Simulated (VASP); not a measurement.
# Ga2SbP3 (P4/mmm) in VASP: further runs

Runs on Ga2SbP3. Level: PBE. Tasks: single point.

All numbers are computed with VASP 6.6.1; they aren't measurements. Logs are shortened: lines on timing, memory, paths and dates and some standing lists are left out, and cuts for length are marked.

## 1. The cell of the first run

Symmetry: P4/mmm, No. 123, tetragonal system. The conventional cell has a = 3.401 Å, b = 3.401 Å, c = 9.324 Å, α = 90.00°, β = 90.00°, γ = 90.00°. Within 3.5 Å of Ga (site symmetry 4mm) lie 8 P at 2.68 to 2.84 Å and 5 Ga at 3.02 to 3.40 Å and 1 Sb at 3.15 Å. Sb (site symmetry 4/mmm) has 8 P at 3.11 Å and 2 Ga at 3.15 Å and 4 Sb at 3.40 Å within 4.1 Å. P (site symmetry 4/mmm) has 6 P at 2.69 to 3.40 Å and 8 Ga at 2.84 Å within 3.5 Å. P (site symmetry 4mm) has 4 Ga at 2.68 Å and 5 P at 2.69 to 3.40 Å and 4 Sb at 3.11 Å within 3.5 Å.

## 2. Single point, PBE

INCAR reads:

```
PREC = Accurate ; ENCUT = 520
EDIFF = 1E-6 ; ISMEAR = 0
SIGMA = 0.1 ; LREAL = False
LASPH = True ; NELM = 80
ALGO = Normal ; ISIF = 2
LWAVE = False ; LCHARG = False
GGA = PE ; NBANDS = 32
```

KPOINTS reads:

```
Automatic mesh
0
Gamma
  6 6 2
```

POSCAR reads:

```
Ga2SbP3
1.0
    3.4011111259      0.0000000000      0.0000000000
    0.0000000000      3.4011111259      0.0000000000
    0.0000000000      0.0000000000      9.3239718100
Ga Sb P
2 1 3
Direct
    0.5000000000      0.5000000000      0.8380894317
    0.5000000000      0.5000000000      0.1619105683
    0.5000000000      0.5000000000      0.5000000000
    0.0000000000      0.0000000000      0.0000000000
    0.0000000000      0.0000000000      0.7113238307
    0.0000000000      0.0000000000      0.2886761693
```

Potentials or basis: VASP PAW PBE potentials, release 64 (Ga_d, Sb, P).

Launch:

```bash
cat potpaw_PBE.64/Ga_d/POTCAR potpaw_PBE.64/Sb/POTCAR potpaw_PBE.64/P/POTCAR > POTCAR
mpirun -np 1 vasp_std > vasp.out
```

OUTCAR:

```text
PREC = Accurate
   ENCUT = 520
   EDIFF = 1E-6
   ISMEAR = 0
   LREAL = False
   LASPH = True
   NELM = 80
   ISIF = 2
   GGA = PE

 ion  position               nearest neighbor table
   1  0.500  0.500  0.838-   5 2.68   5 2.68   5 2.68   5 2.68   4 2.84   4 2.84   4 2.84   4 2.84
                             3 3.15
   2  0.500  0.500  0.162-   6 2.68   6 2.68   6 2.68   6 2.68   4 2.84   4 2.84   4 2.84   4 2.84
                             3 3.15
   3  0.500  0.500  0.500-   5 3.11   6 3.11   5 3.11   6 3.11   5 3.11   6 3.11   5 3.11   6 3.11
                             1 3.15   2 3.15
   4  0.000  0.000  0.000-   5 2.69   6 2.69   1 2.84   2 2.84   1 2.84   2 2.84   1 2.84   2 2.84
                             1 2.84   2 2.84
   5  0.000  0.000  0.711-   1 2.68   1 2.68   1 2.68   1 2.68   4 2.69   3 3.11   3 3.11   3 3.11
                             3 3.11
   6  0.000  0.000  0.289-   2 2.68   2 2.68   2 2.68   2 2.68   4 2.69   3 3.11   3 3.11   3 3.11
                             3 3.11

  LATTYP: Found a simple tetragonal cell.
 ALAT       =     3.4011111259
 C/A-ratio  =     2.7414487398

  Lattice vectors:

 A1 = (   3.4011111259,   0.0000000000,   0.0000000000)
 A2 = (   0.0000000000,   3.4011111259,   0.0000000000)
 A3 = (   0.0000000000,   0.0000000000,   9.3239718100)

Analysis of symmetry for initial positions (statically):
=====================================================================
 Subroutine PRICEL returns:
 Original cell was already a primitive cell.

 Routine SETGRP: Setting up the symmetry group for a
 simple tetragonal supercell.

 Subroutine GETGRP returns: Found 16 space group operations
 (whereof 16 operations were pure point group operations)
 out of a pool of 16 trial point group operations.

The static configuration has the point symmetry D_4h.

Analysis of symmetry for dynamics (positions and initial velocities):
=====================================================================
 Subroutine PRICEL returns:
 Original cell was already a primitive cell.

 Routine SETGRP: Setting up the symmetry group for a
 simple tetragonal supercell.

 Subroutine GETGRP returns: Found 16 space group operations
 (whereof 16 operations were pure point group operations)
 out of a pool of 16 trial point group operations.

The dynamic configuration has the point symmetry D_4h.

 Subroutine INISYM returns: Found 16 space group operations
 (whereof 16 operations are pure point group operations),
 and found     1 'primitive' translations

----------------------------------------------------------------------------------------

                                     Primitive cell

  volume of cell :     107.8556

  direct lattice vectors                    reciprocal lattice vectors
     3.401111126  0.000000000  0.000000000     0.294021560  0.000000000  0.000000000
     0.000000000  3.401111126  0.000000000     0.000000000  0.294021560  0.000000000
     0.000000000  0.000000000  9.323971810     0.000000000  0.000000000  0.107250432

  length of vectors
     3.401111126  3.401111126  9.323971810     0.294021560  0.294021560  0.107250432

  position of ions in fractional coordinates (direct lattice)
     0.500000000  0.500000000  0.838089432
     0.500000000  0.500000000  0.161910568
     0.500000000  0.500000000  0.500000000
     0.000000000  0.000000000  0.000000000
     0.000000000  0.000000000  0.711323831
     0.000000000  0.000000000  0.288676169

  ion indices of the primitive-cell ions
   primitive index   ion index
                 1           1
                 2           2
                 3           3
                 4           4
                 5           5
                 6           6

----------------------------------------------------------------------------------------

 KPOINTS: Automatic mesh

Automatic generation of k-mesh.
 Grid dimensions read from file:
 generate k-points for:    6    6    2

 Generating k-lattice:

  Cartesian coordinates                     Fractional coordinates (reciprocal lattice)
     0.049003593  0.000000000  0.000000000     0.166666667  0.000000000  0.000000000
     0.000000000  0.049003593  0.000000000     0.000000000  0.166666667  0.000000000
     0.000000000  0.000000000  0.053625216     0.000000000  0.000000000  0.500000000

  Length of vectors
     0.049003593  0.049003593  0.053625216

  Shift w.r.t. Gamma in fractional coordinates (k-lattice)
     0.000000000  0.000000000  0.000000000

 Subroutine IBZKPT returns following result:
 ===========================================

 Found     20 irreducible k-points:

 Following reciprocal coordinates:
            Coordinates               Weight
  0.000000  0.000000  0.000000      1.000000
  0.166667  0.000000  0.000000      4.000000
  0.333333  0.000000  0.000000      4.000000
  0.500000  0.000000  0.000000      2.000000
  0.166667  0.166667  0.000000      4.000000
  0.333333  0.166667  0.000000      8.000000
[... 12 lines left out ...]
  0.500000  0.333333  0.500000      4.000000
  0.500000  0.500000  0.500000      1.000000
   k-points           NKPTS =     20   k-points in BZ     NKDIM =     20   number of bands    NBANDS=     32
   number of dos      NEDOS =    301   number of ions     NIONS =      6
   total plane-waves  NPLWV =  54880
   dimension x,y,z NGX =    28 NGY =   28 NGZ =   70
   dimension x,y,z NGXF=    56 NGYF=   56 NGZF=  140
   ions per type =               2   1   3
   NGX,Y,Z   is equivalent  to a cutoff of  13.69, 13.69, 12.48 a.u.
   NGXF,Y,Z  is equivalent  to a cutoff of  27.37, 27.37, 24.96 a.u.
 SYSTEM =  unknown system
   PREC   = accura    normal or accurate (medium, high low for compatibility)
   ISTART =      0    job   : 0-new  1-cont  2-samecut
   ICHARG =      2    charge: 1-file 2-atom 10-const
   ISPIN  =      1    spin polarized calculation?
   LNONCOLLINEAR =      F non collinear calculations
   LSORBIT =      F    spin-orbit coupling
   LASPH  =      T    aspherical Exc in radial PAW
   ENCUT  =  520.0 eV  38.22 Ry    6.18 a.u.   6.32  6.32 17.34*2*pi/ulx,y,z
   NELM   =     80;   NELMIN=  2; NELMDL= -5     # of ELM steps
   EDIFF  = 0.1E-05   stopping-criterion for ELM
   LREAL  =      F    real-space projection
   EDIFFG = 0.1E-04   stopping-criterion for IOM
   NSW    =      0    number of steps for IOM
   IBRION =     -1    ionic relax: 0-MD 1-quasi-New 2-CG
   NFREE  =      0    steps in history (QN), initial steepest desc. (CG)
   ISIF   =      2    stress and relaxation
   ISYM   =      2    0-nonsym 1-usesym 2-fastsym
   POTIM  = 0.5000    time-step for ionic-motion
   TEBEG  =    0.0;   TEEND  =   0.0 temperature during run
   PSTRESS=    0.0 pullay stress
   NELECT =      46.0000    total number of electrons
   NUPDOWN=      -1.0000    fix difference up-down
   EMIN   =  10.00;   EMAX   =-10.00  energy-range for DOS
   EFERMI =   0.00;   METHOD = LEGACY
   ISMEAR =     0;   SIGMA  =   0.10  broadening in eV -4-tet -1-fermi 0-gaus
   EFERMI_NEDOS =   21; number of points for ismear=-14 and -15
   IALGO  =     38    algorithm
   IMIX   =      4    mixing-type and parameters
     AMIX     =   0.40;   BMIX     =  1.00
     AMIX_MAG =   1.60;   BMIX_MAG =  1.00
  volume/ion in A,a.u.               =      17.98       121.31
  Fermi-wavevector in a.u.,A,eV,Ry     =   1.232291  2.328692 20.661003  1.518541
  Thomas-Fermi vector in A             =   2.367067
   LORBIT       =      0    0 simple, 1 ext, 2 COOP (PROOUT), +10 PAW based schemes
   GGA     = PE    functional components
   LHFCALC =     F    Hartree Fock is set to
   AEXX    =    0.0000 exact exchange contribution
   IVDW    =     0    specifies the selected vdW correction
   LEPSILON=     F    determine dielectric tensor
   LRPA    =     F    only Hartree local field effects (RPA)
 non-spin polarized calculation
 Gauss-broadening in eV      SIGMA  =   0.10
  energy-cutoff  :      520.00
  volume of cell :      107.86
 maximum number of plane-waves:      2932
 NGX is ok and might be reduce to    28
   NGX = 13   NGY = 13   NGZ = 35

 number of electron      46.0000001 magnetization

 Free energy of the ion-electron system (eV)
  ---------------------------------------------------
  ext. energy  EPLUGINS =         0.00000000
  ---------------------------------------------------
  free energy    TOTEN  =       -24.01682271 eV

  energy without entropy =      -24.00434235  energy(sigma->0) =      -24.01058253

 E-fermi :   7.7305     XC(G=0): -11.0347

 val. band max:        7.6911988448   @ k =   0.5000   0.0000   0.0000
 cond. band min:       7.7372782937   @ k =   0.5000   0.0000   0.5000
 fundamental gap:      0.0460794489
 Fermi energy:         7.7305348083

 k-point     1 :       0.0000    0.0000    0.0000
  band No.  band energies     occupation
      1      -7.1060      2.00000
      2      -7.0423      2.00000
      3      -7.0319      2.00000
      4      -7.0214      2.00000
      5      -7.0132      2.00000
      6      -7.0132      2.00000
[... 24 lines left out ...]
     31      12.5823      0.00000
     32      13.1549      0.00000

 k-point     2 :       0.1667    0.0000    0.0000
  band No.  band energies     occupation
      1      -7.0932      2.00000
      2      -7.0415      2.00000
      3      -7.0262      2.00000
      4      -7.0235      2.00000
      5      -7.0108      2.00000
      6      -7.0027      2.00000
[... 24 lines left out ...]
     31      13.7797      0.00000
     32      14.0137      0.00000

 k-point     3 :       0.3333    0.0000    0.0000
  band No.  band energies     occupation
      1      -7.0926      2.00000
      2      -7.0770      2.00000
      3      -7.0191      2.00000
      4      -7.0125      2.00000
      5      -7.0059      2.00000
      6      -7.0018      2.00000
[... 24 lines left out ...]
     31      12.8525      0.00000
     32      13.2766      0.00000

 k-point     4 :       0.5000    0.0000    0.0000
  band No.  band energies     occupation
      1      -7.1159      2.00000
      2      -7.0712      2.00000
      3      -7.0323      2.00000
      4      -7.0140      2.00000
      5      -7.0084      2.00000
      6      -7.0035      2.00000
[... 24 lines left out ...]
     31      12.2866      0.00000
     32      12.6544      0.00000

 k-point     5 :       0.1667    0.1667    0.0000
  band No.  band energies     occupation
      1      -7.0826      2.00000
      2      -7.0455      2.00000
      3      -7.0260      2.00000
      4      -7.0107      2.00000
      5      -7.0073      2.00000
      6      -7.0027      2.00000
[... 444 lines left out ...]
     31      12.9661      0.00000
     32      13.4347      0.00000

 k-point    18 :       0.3333    0.3333    0.5000
  band No.  band energies     occupation
      1      -7.1202      2.00000
      2      -7.0803      2.00000
      3      -7.0684      2.00000
      4      -7.0519      2.00000
      5      -7.0465      2.00000
      6      -7.0005      2.00000
[... 24 lines left out ...]
     31      12.4896      0.00000
     32      13.5237      0.00000

 k-point    19 :       0.5000    0.3333    0.5000
  band No.  band energies     occupation
      1      -7.1513      2.00000
      2      -7.1027      2.00000
      3      -7.0772      2.00000
      4      -7.0506      2.00000
      5      -7.0418      2.00000
      6      -7.0088      2.00000
[... 24 lines left out ...]
     31      12.6417      0.00000
     32      13.7446      0.00000

 k-point    20 :       0.5000    0.5000    0.5000
  band No.  band energies     occupation
      1      -7.1895      2.00000
      2      -7.1294      2.00000
      3      -7.0654      2.00000
      4      -7.0654      2.00000
      5      -7.0365      2.00000
      6      -7.0043      2.00000
[... 24 lines left out ...]
     31      11.9501      0.00000
     32      12.8874      0.00000

------------------------ aborting loop because EDIFF is reached ----------------------------------------

  FORCE on cell =-STRESS in cart. coord.  units (eV):
  Direction    XX          YY          ZZ          XY          YZ          ZX
  --------------------------------------------------------------------------------------
  -------------------------------------------------------------------------------------
  Total       -0.0299367     -0.0299367     -0.0478108      0.0000000     -0.0000000      0.0000000
  in kB       -0.4447052     -0.4447052     -0.7102217      0.0000000     -0.0000000      0.0000000
  external PRESSURE =      -0.5332107 kB  Pullay stress =       0.0000000 kB

 VOLUME and BASIS-vectors are now :
 -----------------------------------------------------------------------------
  energy-cutoff  :      520.00
  volume of cell :      107.86
      direct lattice vectors                 reciprocal lattice vectors
     3.401111126  0.000000000  0.000000000     0.294021560  0.000000000  0.000000000
     0.000000000  3.401111126  0.000000000     0.000000000  0.294021560  0.000000000
     0.000000000  0.000000000  9.323971810     0.000000000  0.000000000  0.107250432

 POSITION                                       TOTAL-FORCE (eV/Angst)
 -----------------------------------------------------------------------------------
      1.70056      1.70056      7.81432        -0.000000     -0.000000     -0.015713
      1.70056      1.70056      1.50965        -0.000000      0.000000      0.015713
      1.70056      1.70056      4.66199        -0.000000      0.000000      0.000000
      0.00000      0.00000      0.00000        -0.000000      0.000000      0.000000
      0.00000      0.00000      6.63236         0.000000     -0.000000      0.006398
      0.00000      0.00000      2.69161        -0.000000     -0.000000     -0.006398
 -----------------------------------------------------------------------------------
    total drift:                                0.000000      0.000000      0.000000

  FREE ENERGIE OF THE ION-ELECTRON SYSTEM (eV)
  ---------------------------------------------------
  free  energy   TOTEN  =       -24.0168227104 eV

  energy  without entropy=      -24.0043423501  energy(sigma->0) =      -24.01058253
```

Wall time 62 s (1 thread of AMD EPYC 7R43 (Zen 3), shared host); peak memory 0.22 GiB.

What came out:

| Quantity | Value |
| --- | --- |
| Free energy | -24.0168 eV |
| Pressure | -0.1 GPa |
| Largest force | 0.016 eV/Å |
| Band gap on the k mesh | zero (band 23 reaches 9.20 eV, above the bottom of band 24 at 5.87 eV) |

Forces in eV/Å, atoms in the order of the input:
```
Ga   0.000  0.000 -0.016
Ga   0.000  0.000  0.016
Sb   0.000  0.000  0.000
P    0.000  0.000  0.000
P    0.000  0.000  0.006
P    0.000  0.000 -0.006
```

Caveat: spin-orbit coupling is left out, which moves the levels of the heavy elements.

## 3. Single point, PBE

This run uses another cell than the first one, of 24.36 Å³/atom, 1.355 times its volume.

INCAR reads:

```
PREC = Accurate ; ENCUT = 520
EDIFF = 1E-7 ; ISMEAR = 0
SIGMA = 0.1 ; LREAL = False
LASPH = True ; NELM = 100
ALGO = Normal ; ISIF = 2
LWAVE = False ; LCHARG = True
GGA = PE ; LELF = True
LVHAR = True ; NBANDS = 32
```

KPOINTS is that of step 2.

POSCAR reads:

```
Ga2SbP3
1.0
    3.5231674100      0.0000000000      0.0000000000
    0.0000000000      3.5231674100      0.0000000000
    0.0000000000      0.0000000000     11.7772705100
Ga Sb P
2 1 3
Direct
    0.5000000000      0.5000000000      0.8473602500
    0.5000000000      0.5000000000      0.1526397500
    0.5000000000      0.5000000000      0.5000000000
    0.0000000000      0.0000000000      0.0000000000
    0.0000000000      0.0000000000      0.7145522800
    0.0000000000      0.0000000000      0.2854477200
```

Potentials or basis: VASP PAW PBE potentials, release 64 (Ga_d, Sb, P).

Launch:

```bash
cat potpaw_PBE.64/Ga_d/POTCAR potpaw_PBE.64/Sb/POTCAR potpaw_PBE.64/P/POTCAR > POTCAR
mpirun -np 1 vasp_std > vasp.out
```

It took 96 s on 1 thread of AMD EPYC 7R43 (Zen 3), shared host; peak memory 0.26 GiB.

Results (log left out):

```yaml
Free_energy: -21.9698 eV
Pressure: -11.3 GPa
Largest_force: 0.316 eV/Å
Band_gap_on_the_k_mesh: zero (band 23 reaches 5.31 eV, above the bottom of band 24 at 2.87 eV)
```

Forces on the atoms (eV/Å):
```
Ga   0.000  0.000 -0.142
Ga   0.000  0.000  0.142
Sb   0.000  0.000  0.000
P    0.000  0.000  0.000
P    0.000  0.000  0.316
P    0.000  0.000 -0.316
```

Stress tensor (GPa, compression positive):
```
-10.89   0.00   0.00
  0.00 -10.89   0.00
  0.00   0.00 -12.15
```

Levels at points of the mesh, in eV from the Fermi level:
```
           k point  band 19  band 20  band 21  band 22  band 23  band 24  band 25  band 26
(0.00, 0.00, 0.00)    -0.37     0.25     0.25     0.34     0.47     0.70     0.70     2.63
(0.50, 0.00, 0.00)    -3.30    -2.05    -0.15     0.45     0.91     1.19     1.41     1.45
(0.50, 0.50, 0.00)    -3.02    -3.02    -2.68    -2.68    -1.68    -0.92    -0.92    -0.77
(0.00, 0.00, 0.50)    -0.30    -0.14     0.04     0.04     0.91     0.91     1.26     1.68
(0.50, 0.00, 0.50)    -2.13    -1.64    -0.76    -0.42     0.91     1.17     1.46     1.49
(0.50, 0.50, 0.50)    -3.47    -2.92    -1.94    -1.94    -1.83    -1.52    -1.52    -0.36
```

Caveat: spin-orbit coupling is left out, which moves the levels of the heavy elements.
